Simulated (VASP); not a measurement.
A run of VASP 6.6.1:

INCAR

```
  ALGO = Normal
  EDIFF = 1E-7
  EDIFFG = -0.005
  ENCUT = 600
  GGA = PS
  IBRION = 2
  ISIF = 3
  ISMEAR = -1
  LASPH = T
  LCHARG = F
  LREAL = F
  LWAVE = F
  NELM = 100
  NSW = 80
  PREC = Accurate
  PSTRESS = 200.0
  SIGMA = 0.05
```

File KPOINTS:

```
k-points
0
Gamma
  10 10 10
```

Contents of POSCAR:

```
TaN
1.0
    0.0000000000      2.2113230000      2.2113230000
    2.2113230000      0.0000000000      2.2113230000
    2.2113230000      2.2113230000      0.0000000000
Ta N
1 1
Direct
    0.5000000000      0.5000000000      0.5000000000
    0.0000000000      0.0000000000      0.0000000000
```

Potentials or basis: VASP PAW PBE potentials, release 64 (Ta_pv, N).

The run is started by

```console
$ cat potpaw_PBE.64/Ta_pv/POTCAR potpaw_PBE.64/N/POTCAR > POTCAR
$ mpirun -np 1 vasp_std > vasp.out
```

Hardware: 1 thread of Intel(R) Xeon(R) Platinum 8175M CPU @ 2.50GHz (Skylake/Cascade Lake) (shared host).

Q: Estimate the wall time of this run.

A: It took 84 s on 1 thread of Intel(R) Xeon(R) Platinum 8175M CPU @ 2.50GHz (Skylake/Cascade Lake), on a shared host, peak memory 0.18 GiB. Counts: scf iterations 46, k points 47, ion steps 5.
